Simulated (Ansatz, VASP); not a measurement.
# One calculation of MgO, two programs

```
Mg O
1.0
     3.32000    0.00000    0.00000
    -1.66000    2.87520    0.00000
     0.00000    0.00000    4.05490
Mg O
2 2
Cartesian
  1.6600 0.9584 3.0412
  0.0000 1.9168 1.0137
  1.6600 0.9584 1.0137
  0.0000 1.9168 3.0412
```

Alike in both runs: task single point; functional PBEsol; k mesh 9 × 9 × 6; occupations gaussian, width 0.05 eV; no spin polarisation.

|  | VASP | Ansatz |
| --- | --- | --- |
| version | VASP 6.6.1 | Ansatz 0.2.0 |
| potentials or method | VASP PAW PBE potentials, release 64 (Mg, O), cutoff 520 eV | scalar-relativistic, plane waves, PAW |
| valence electrons in the cell | 16 | 32 |

Ansatz gave:

* gap on the k mesh at the Fermi level (eV): 3.97
* least direct gap on the mesh (eV): 3.97
* pressure (GPa): 23.4
* traceless stress, the component that is largest in VASP (GPa): -2.68

Problem. Estimate VASP's values.

Solution. gap on the k mesh at the Fermi level (eV): 3.97; least direct gap on the mesh (eV): 3.97; pressure (GPa): 23.3; traceless stress, the component that is largest in VASP (GPa): -2.90.

VASP's potentials were made for PBE, not for PBEsol, and Ansatz warns of the same on its side. The functional is the same, so the differences come from potentials, cutoffs and numerics. VASP's potentials hold 16 valence electrons a cell and Ansatz's 32, so a difference there can come from the potentials and not from the codes.
